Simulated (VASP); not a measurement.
Here is a VASP 6.6.1 calculation.

File INCAR:

```
ALGO     = Normal         # electronic algorithm
EDIFF    = 1E-6           # SCF threshold, eV
EDIFFG   = -0.01          # ionic threshold
ENCUT    = 600            # plane-wave cutoff, eV
GGA      = PE             # functional
IBRION   = 2              # ionic algorithm
ISIF     = 3              # what is computed and relaxed
ISMEAR   = 0              # smearing method
LASPH    = True           # aspherical terms in the spheres
LCHARG   = False          # write CHGCAR
LREAL    = False          # projectors in reciprocal space
LWAVE    = False          # write WAVECAR
NELM     = 80             # most SCF steps
NSW      = 100            # ionic steps
PREC     = Accurate       # precision mode
SIGMA    = 0.02           # smearing width, eV
```

File KPOINTS:

```
k-points
0
Gamma
  10 10 10
```

The input POSCAR:

```
MgSnO2
1.0
   -1.9368771931      1.9368771931      4.6984789579
    1.9368771931     -1.9368771931      4.6984789579
    1.9368771931      1.9368771931     -4.6984789579
Mg Sn O
1 1 2
Direct
    0.5772117977      0.5772117977      0.0000000000
    0.8999979679      0.8999979679      0.0000000000
    0.0112184146      0.5112184146      0.5000000000
    0.5112184146      0.0112184146      0.5000000000
```

Potentials or basis: VASP PAW PBE potentials, release 64 (Mg, Sn_d, O).

The run is started by

```sh
$ cat potpaw_PBE.64/Mg/POTCAR potpaw_PBE.64/Sn_d/POTCAR potpaw_PBE.64/O/POTCAR > POTCAR
$ mpirun -np 1 vasp_std > vasp.out
```

Problem. Estimate the relaxed cell.

Solution. a = 5.428 Å, b = 5.428 Å, c = 5.428 Å, α = 138.21°, β = 138.21°, γ = 60.59°.

Problem. What does it give for the space group after relaxing (to 0.1 Å)?

Solution. I4mm (No. 107).

Final structure:
```cif
data_structure
_symmetry_space_group_name_H-M 'P 1'
_symmetry_Int_Tables_number 1
_cell_length_a 5.4285
_cell_length_b 5.4285
_cell_length_c 5.4285
_cell_angle_alpha 138.208
_cell_angle_beta 138.208
_cell_angle_gamma 60.585
_cell_volume 70.29
loop_
_atom_site_label
_atom_site_type_symbol
_atom_site_fract_x
_atom_site_fract_y
_atom_site_fract_z
_atom_site_occupancy
Mg1 Mg 0.57770 0.57770 0.00000 1
Sn1 Sn 0.90017 0.90017 0.00000 1
O1 O 0.01089 0.51089 0.50000 1
O2 O 0.51089 0.01089 0.50000 1
```
